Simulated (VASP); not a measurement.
Write the native input for VASP 6.6.1 that does the following.

* Task: single point
* Functional: PBE
* Potentials or basis: VASP PAW PBE potentials, release 64 (Be, S)
* Cutoff: 520 eV
* k mesh: 6 × 6 × 4
* Occupations: gaussian, width 0.2 eV
* Spin: no spin polarisation
* Dipole correction: no
* Further INCAR settings: ALGO = Normal; EDIFF = 1e-06; NBANDS = 20

The structure of Be7S lies in POSCAR:

```
Be7S
1.0
    2.2090867684     -2.4745625755      0.0000000000
    2.2090867684      2.4745625755      0.0000000000
    0.0000000000      0.0000000000      7.0068543512
Be S
7 1
Direct
    0.7619253516      0.2380746484      0.5000000000
    0.2380746484      0.7619253516      0.5000000000
    0.7435209288      0.7435209288      0.2980883177
    0.7435209288      0.7435209288      0.7019116823
    0.2564790712      0.2564790712      0.7019116823
    0.2564790712      0.2564790712      0.2980883177
    0.5000000000      0.5000000000      0.0000000000
    0.0000000000      0.0000000000      0.0000000000
```

The input as run:

INCAR

```
SYSTEM = Be7S
PREC = Accurate
ENCUT = 520
EDIFF = 1E-6
ISMEAR = 0
SIGMA = 0.2
LREAL = .FALSE.
LASPH = .TRUE.
NELM = 80
ALGO = Normal
ISIF = 2
LWAVE = .FALSE.
LCHARG = .TRUE.
GGA = PE
LELF = .TRUE.
LVHAR = .TRUE.
NBANDS = 20
```

KPOINTS

```
Automatic mesh
0
G
  6 6 4
  0 0 0
```

Potentials or basis: VASP PAW PBE potentials, release 64 (Be, S).

Run with:

```bash
$ cat potpaw_PBE.64/Be/POTCAR potpaw_PBE.64/S/POTCAR > POTCAR
$ mpirun -np 1 vasp_std > vasp.out
```

It gave:

| Quantity | Value |
| --- | --- |
| Pressure | -0.1 GPa |
| Largest force | 0.049 eV/Å |
| Band gap on the k mesh | zero (band 10 reaches 8.38 eV, above the bottom of band 11 at 5.02 eV) |

Wall time 97 s on 1 thread of AMD EPYC 7R13 (shared host), peak memory 0.18 GiB.
